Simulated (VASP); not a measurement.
# Ta (P-3m1) in VASP: single point with PBE

Aim: the single point of Ta with PBE.

All numbers are computed with VASP 6.6.1; they aren't measurements. Logs are shortened: lines on timing, memory, paths and dates and some standing lists are left out, and cuts for length are marked.

## Step 1: The cell of the first run

It takes space group P-3m1 (No. 164, trigonal). Conventional cell: a = 2.900 Å, b = 2.900 Å, c = 5.166 Å, α = 90.00°, β = 90.00°, γ = 120.00°. Within 3.8 Å of Ta (site symmetry 3m) lie 12 Ta at 2.89 to 3.27 Å.

## Step 2: Single point, PBE (one atom moved)

File INCAR:

```
PREC = Accurate ; ENCUT = 520
EDIFF = 1E-7 ; ISMEAR = 0
SIGMA = 0.1 ; LREAL = False
LASPH = True ; NELM = 100
ALGO = Normal ; ISIF = 2
LWAVE = False ; LCHARG = False
GGA = PE ; NBANDS = 18
```

File KPOINTS:

```
regular mesh
0
Gamma
  15 15 8
```

File POSCAR:

```
Ta
1.0
    2.9003720726      0.0000000000      0.0000000000
   -1.4501860363      2.5117958953      0.0000000000
    0.0000000000      0.0000000000      5.1662740000
Ta
2
Direct
    0.6666666700      0.3333333300      0.7500000000
    0.3333333300      0.6666666700      0.2935516970
```

Potentials or basis: VASP PAW PBE potentials, release 64 (Ta_pv).

On the command line:

```console
$ cat potpaw_PBE.64/Ta_pv/POTCAR > POTCAR
$ mpirun -np 1 vasp_std > vasp.out
```

OUTCAR:

```text
PREC = Accurate
   ENCUT = 520
   EDIFF = 1E-7
   ISMEAR = 0
   LREAL = False
   LASPH = True
   NELM = 100
   ISIF = 2
   GGA = PE

 ion  position               nearest neighbor table
   1  0.667  0.333  0.750-   2 2.89   2 2.89   2 2.89   2 3.27   2 3.27   2 3.27
   2  0.333  0.667  0.294-   1 2.89   1 2.89   1 2.89   1 3.27   1 3.27   1 3.27

  LATTYP: Found a hexagonal cell.
 ALAT       =     2.9003720726
 C/A-ratio  =     1.7812452577

  Lattice vectors:

 A1 = (   2.9003720726,   0.0000000000,   0.0000000000)
 A2 = (  -1.4501860363,   2.5117958953,   0.0000000000)
 A3 = (   0.0000000000,   0.0000000000,   5.1662740000)

Analysis of symmetry for initial positions (statically):
=====================================================================
 Subroutine PRICEL returns:
 Original cell was already a primitive cell.

 Routine SETGRP: Setting up the symmetry group for a
 hexagonal supercell.

 Subroutine GETGRP returns: Found 12 space group operations
 (whereof  6 operations were pure point group operations)
 out of a pool of 24 trial point group operations.

The static configuration has the point symmetry C_3v.
 The point group associated with its full space group is D_3d.

Analysis of symmetry for dynamics (positions and initial velocities):
=====================================================================
 Subroutine PRICEL returns:
 Original cell was already a primitive cell.

 Routine SETGRP: Setting up the symmetry group for a
 hexagonal supercell.

 Subroutine GETGRP returns: Found 12 space group operations
 (whereof  6 operations were pure point group operations)
 out of a pool of 24 trial point group operations.

The dynamic configuration has the point symmetry C_3v.
 The point group associated with its full space group is D_3d.

 Subroutine INISYM returns: Found 12 space group operations
 (whereof  6 operations are pure point group operations),
 and found     1 'primitive' translations

----------------------------------------------------------------------------------------

                                     Primitive cell

  volume of cell :      37.6370

  direct lattice vectors                    reciprocal lattice vectors
     2.900372073  0.000000000  0.000000000     0.344783350  0.199060760  0.000000000
    -1.450186036  2.511795895  0.000000000     0.000000000  0.398121520  0.000000000
     0.000000000  0.000000000  5.166274000     0.000000000  0.000000000  0.193563098

  length of vectors
     2.900372073  2.900372073  5.166274000     0.398121520  0.398121520  0.193563098

  position of ions in fractional coordinates (direct lattice)
     0.666666670  0.333333330  0.750000000
     0.333333330  0.666666670  0.293551697

  ion indices of the primitive-cell ions
   primitive index   ion index
                 1           1
                 2           2

----------------------------------------------------------------------------------------

 KPOINTS: regular mesh

Automatic generation of k-mesh.
 Grid dimensions read from file:
 generate k-points for:   15   15    8

 Generating k-lattice:

  Cartesian coordinates                     Fractional coordinates (reciprocal lattice)
     0.022985557  0.013270717  0.000000000     0.066666667  0.000000000  0.000000000
     0.000000000  0.026541435  0.000000000     0.000000000  0.066666667  0.000000000
     0.000000000  0.000000000  0.024195387     0.000000000  0.000000000  0.125000000

  Length of vectors
     0.026541435  0.026541435  0.024195387

  Shift w.r.t. Gamma in fractional coordinates (k-lattice)
     0.000000000  0.000000000  0.000000000

 Subroutine IBZKPT returns following result:
 ===========================================

 Found    192 irreducible k-points:

 Following reciprocal coordinates:
            Coordinates               Weight
  0.000000  0.000000  0.000000      1.000000
  0.066667 -0.000000  0.000000      6.000000
  0.133333  0.000000  0.000000      6.000000
  0.200000  0.000000  0.000000      6.000000
  0.266667  0.000000  0.000000      6.000000
  0.333333  0.000000  0.000000      6.000000
[... 16 lines left out ...]
  0.333333  0.200000  0.000000     12.000000
  0.400000  0.200000  0.000000      6.000000
 [... further k-points ...]
   k-points           NKPTS =    192   k-points in BZ     NKDIM =    192   number of bands    NBANDS=     18
   number of dos      NEDOS =    301   number of ions     NIONS =      2
   total plane-waves  NPLWV =  23040
   dimension x,y,z NGX =    24 NGY =   24 NGZ =   40
   dimension x,y,z NGXF=    48 NGYF=   48 NGZF=   80
   ions per type =               2
   NGX,Y,Z   is equivalent  to a cutoff of  13.76, 13.76, 12.87 a.u.
   NGXF,Y,Z  is equivalent  to a cutoff of  27.51, 27.51, 25.74 a.u.
 SYSTEM =  unknown system
   PREC   = accura    normal or accurate (medium, high low for compatibility)
   ISTART =      0    job   : 0-new  1-cont  2-samecut
   ICHARG =      2    charge: 1-file 2-atom 10-const
   ISPIN  =      1    spin polarized calculation?
   LNONCOLLINEAR =      F non collinear calculations
   LSORBIT =      F    spin-orbit coupling
   LASPH  =      T    aspherical Exc in radial PAW
   ENCUT  =  520.0 eV  38.22 Ry    6.18 a.u.   5.39  5.39  9.61*2*pi/ulx,y,z
   NELM   =    100;   NELMIN=  2; NELMDL= -5     # of ELM steps
   EDIFF  = 0.1E-06   stopping-criterion for ELM
   LREAL  =      F    real-space projection
   EDIFFG = 0.1E-05   stopping-criterion for IOM
   NSW    =      0    number of steps for IOM
   IBRION =     -1    ionic relax: 0-MD 1-quasi-New 2-CG
   NFREE  =      0    steps in history (QN), initial steepest desc. (CG)
   ISIF   =      2    stress and relaxation
   ISYM   =      2    0-nonsym 1-usesym 2-fastsym
   POTIM  = 0.5000    time-step for ionic-motion
   TEBEG  =    0.0;   TEEND  =   0.0 temperature during run
   PSTRESS=    0.0 pullay stress
   NELECT =      22.0000    total number of electrons
   NUPDOWN=      -1.0000    fix difference up-down
   EMIN   =  10.00;   EMAX   =-10.00  energy-range for DOS
   EFERMI =   0.00;   METHOD = LEGACY
   ISMEAR =     0;   SIGMA  =   0.10  broadening in eV -4-tet -1-fermi 0-gaus
   EFERMI_NEDOS =   21; number of points for ismear=-14 and -15
   IALGO  =     38    algorithm
   IMIX   =      4    mixing-type and parameters
     AMIX     =   0.40;   BMIX     =  1.00
     AMIX_MAG =   1.60;   BMIX_MAG =  1.00
  volume/ion in A,a.u.               =      18.82       126.99
  Fermi-wavevector in a.u.,A,eV,Ry     =   1.368812  2.586680 25.492516  1.873647
  Thomas-Fermi vector in A             =   2.494743
   LORBIT       =      0    0 simple, 1 ext, 2 COOP (PROOUT), +10 PAW based schemes
   GGA     = PE    functional components
   LHFCALC =     F    Hartree Fock is set to
   AEXX    =    0.0000 exact exchange contribution
   IVDW    =     0    specifies the selected vdW correction
   LEPSILON=     F    determine dielectric tensor
   LRPA    =     F    only Hartree local field effects (RPA)
 non-spin polarized calculation
 Gauss-broadening in eV      SIGMA  =   0.10
  energy-cutoff  :      520.00
  volume of cell :       37.64
 maximum number of plane-waves:      1039
 NGX is ok and might be reduce to    24
   NGX = 11   NGY = 11   NGZ = 19

 number of electron      22.0000001 magnetization

 Free energy of the ion-electron system (eV)
  ---------------------------------------------------
  ext. energy  EPLUGINS =         0.00000000
  ---------------------------------------------------
  free energy    TOTEN  =       -22.79497965 eV

  energy without entropy =      -22.78143149  energy(sigma->0) =      -22.78820557

 E-fermi :   5.5867     XC(G=0): -12.3587

 val. band max:        5.5860570468   @ k =   0.2667   0.1333   0.3750
 cond. band min:       5.5874856780   @ k =   0.0000   0.3333   0.2500
 fundamental gap:      0.0014286312
 Fermi energy:         5.5866550024

 k-point     1 :       0.0000    0.0000    0.0000
  band No.  band energies     occupation
      1     -29.0589      2.00000
      2     -28.1419      2.00000
      3     -28.0782      2.00000
      4     -28.0782      2.00000
      5     -27.9690      2.00000
      6     -27.9690      2.00000
[... 10 lines left out ...]
     17      10.7905      0.00000
     18      10.7905      0.00000

 k-point     2 :       0.0667   -0.0000    0.0000
  band No.  band energies     occupation
      1     -29.0448      2.00000
      2     -28.1657      2.00000
      3     -28.1031      2.00000
      4     -28.0912      2.00000
      5     -28.0154      2.00000
      6     -27.9770      2.00000
[... 10 lines left out ...]
     17      10.8658      0.00000
     18      11.1690      0.00000

 k-point     3 :       0.1333    0.0000    0.0000
  band No.  band energies     occupation
      1     -29.0045      2.00000
      2     -28.2791      2.00000
      3     -28.1477      2.00000
      4     -28.1273      2.00000
      5     -28.1229      2.00000
      6     -28.0001      2.00000
[... 10 lines left out ...]
     17      11.0220      0.00000
     18      12.0159      0.00000

 k-point     4 :       0.2000    0.0000    0.0000
  band No.  band energies     occupation
      1     -28.9447      2.00000
      2     -28.4627      2.00000
      3     -28.3256      2.00000
      4     -28.1790      2.00000
      5     -28.1445      2.00000
      6     -28.0350      2.00000
[... 375 lines left out ...]
      4     -28.4313      2.00000
      5     -28.3386      2.00000
      6     -28.2347      2.00000
[... 10 lines left out ...]
     17      12.4841      0.00000
     18      14.6736      0.00000

 k-point    23 :       0.3333    0.2000    0.0000
  band No.  band energies     occupation
      1     -28.9857      2.00000
      2     -28.8904      2.00000
      3     -28.5943      2.00000
      4     -28.4948      2.00000
      5     -28.3734      2.00000
      6     -28.2791      2.00000
[... 10 lines left out ...]
     17      13.3578      0.00000
     18      14.2028      0.00000

 k-point    24 :       0.4000    0.2000    0.0000
  band No.  band energies     occupation
      1     -29.0089      2.00000
      2     -28.9006      2.00000
      3     -28.5917      2.00000
      4     -28.5127      2.00000
      5     -28.3733      2.00000
      6     -28.3051      2.00000
[... 10 lines left out ...]
     17      13.3480      0.00000
     18      13.7144      0.00000

 [... further k-points ...]
[... 5 lines left out ...]
  --------------------------------------------------------------------------------------
  -------------------------------------------------------------------------------------
  Total        0.6433731      0.6433731      0.9185591      0.0000000     -0.0000000      0.0000000
  in kB       27.3878542     27.3878542     39.1022905      0.0000000     -0.0000000      0.0000000
  external PRESSURE =      31.2926663 kB  Pullay stress =       0.0000000 kB

 VOLUME and BASIS-vectors are now :
 -----------------------------------------------------------------------------
  energy-cutoff  :      520.00
  volume of cell :       37.64
      direct lattice vectors                 reciprocal lattice vectors
     2.900372073  0.000000000  0.000000000     0.344783350  0.199060760  0.000000000
    -1.450186036  2.511795895  0.000000000     0.000000000  0.398121520  0.000000000
     0.000000000  0.000000000  5.166274000     0.000000000  0.000000000  0.193563098

 POSITION                                       TOTAL-FORCE (eV/Angst)
 -----------------------------------------------------------------------------------
      1.45019      0.83727      3.87471        -0.000000      0.000000      2.452036
     -0.00000      1.67453      1.51657         0.000000      0.000000     -2.452036
 -----------------------------------------------------------------------------------
    total drift:                                0.000000     -0.000000      0.000003

  FREE ENERGIE OF THE ION-ELECTRON SYSTEM (eV)
  ---------------------------------------------------
  free  energy   TOTEN  =       -22.7949796529 eV

  energy  without entropy=      -22.7814314938  energy(sigma->0) =      -22.78820557
```

Wall time 2.4 min (1 thread of Intel Xeon 8259CL, shared host); peak memory 0.24 GiB.

Results:

```
Free energy            : -22.7950 eV
Pressure               : 3.1 GPa
Largest force          : 2.452 eV/Å
Band gap on the k mesh : zero (bands 11 and 12 overlap by 2.02 eV)
```

Forces in eV/Å, atoms in the order of the input:
```
Ta   0.000  0.000  2.452
Ta   0.000  0.000 -2.452
```

Caveat: the cell differs from its parent crystal (one atom moved); the cell stands under pressure; spin-orbit coupling is left out, which moves the levels of the heavy elements; forces of over 1 eV/Å act on the atoms, so gaps and moduli don't describe the material at rest.
